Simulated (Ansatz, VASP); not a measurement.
# One calculation of AlCu, two programs

```
CELL_PARAMETERS angstrom
2.95684 0.00000 0.00000
0.00000 2.95684 0.00000
0.00000 0.00000 2.95684
ATOMIC_POSITIONS crystal
Al 0.00000 0.00000 0.00000
Cu 0.50000 0.50000 0.50000
```

Alike in both runs: functional r2SCAN; k mesh 14 × 14 × 14; occupations gaussian, width 0.1 eV; no spin polarisation.

Ansatz relaxed the structure, and its values are those at the end. VASP's run is a single point on that final structure, the one shown.

```csv
,VASP,Ansatz
version,VASP 6.6.1,Ansatz 0.2.0
potentials or method,"VASP PAW PBE potentials, release 64 (Al, Cu), cutoff 520 eV","scalar-relativistic, plane waves, PAW"
valence electrons in the cell,14,22
```

|  | VASP | Ansatz | Ansatz less VASP |
| --- | --- | --- | --- |
| gap on the k mesh at the Fermi level (eV) | none | none | - |
| pressure (GPa) | 0.0 | 0.0 | -0.04 |

VASP's potentials were made for PBE, not for r2SCAN. A gap of «none» marks a metal or a gap that the smearing closes. The functional is the same, so the differences come from potentials, cutoffs and numerics. VASP's potentials hold 14 valence electrons a cell and Ansatz's 22, so a difference there can come from the potentials and not from the codes.
